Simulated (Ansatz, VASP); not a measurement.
**Two plane-wave programs on Si6As**

```xyz
14
Lattice="1.8889 -5.5689 0.0000 1.8889 5.5689 0.0000 0.0000 0.0000 12.4604" Properties=species:S:1:pos:R:3 pbc="T T T"
Si    1.8889    0.8118    1.9562
Si    1.8889    0.8118    4.2740
Si    1.8889   -5.2318   11.3240
Si    1.8889    5.2318    1.1364
Si    1.8889    2.9032    0.7941
Si    1.8889   -2.9032   11.6663
Si    1.8889   -0.8118    8.1864
Si    1.8889   -0.8118   10.5042
Si    1.8889    5.2318    5.0938
Si    1.8889   -5.2318    7.3666
Si    1.8889    2.9032    5.4361
Si    1.8889   -2.9032    7.0243
As    1.8889    2.7524    9.3453
As    1.8889   -2.7524    3.1151
```

Alike in both runs: task single point; functional PBE; k mesh 8 × 8 × 4; occupations gaussian, width 0.1 eV; no spin polarisation.

|  | VASP | Ansatz |
| --- | --- | --- |
| version | VASP 6.6.1 | Ansatz 0.2.0 |
| potentials or method | VASP PAW PBE potentials, release 64 (Si, As), cutoff 520 eV | scalar-relativistic, plane waves, PAW |
| valence electrons in the cell | 58 | 78 |

Ansatz gave:

```
gap on the k mesh at the Fermi level (eV) : none
pressure (GPa)                            : 0.0
```

**Question.** Estimate VASP's values.

**Answer.** gap on the k mesh at the Fermi level (eV): none; pressure (GPa): -0.1.

A gap of «none» marks a metal or a gap that the smearing closes. The functional is the same, so the differences come from potentials, cutoffs and numerics. VASP's potentials hold 58 valence electrons a cell and Ansatz's 78, so a difference there can come from the potentials and not from the codes.
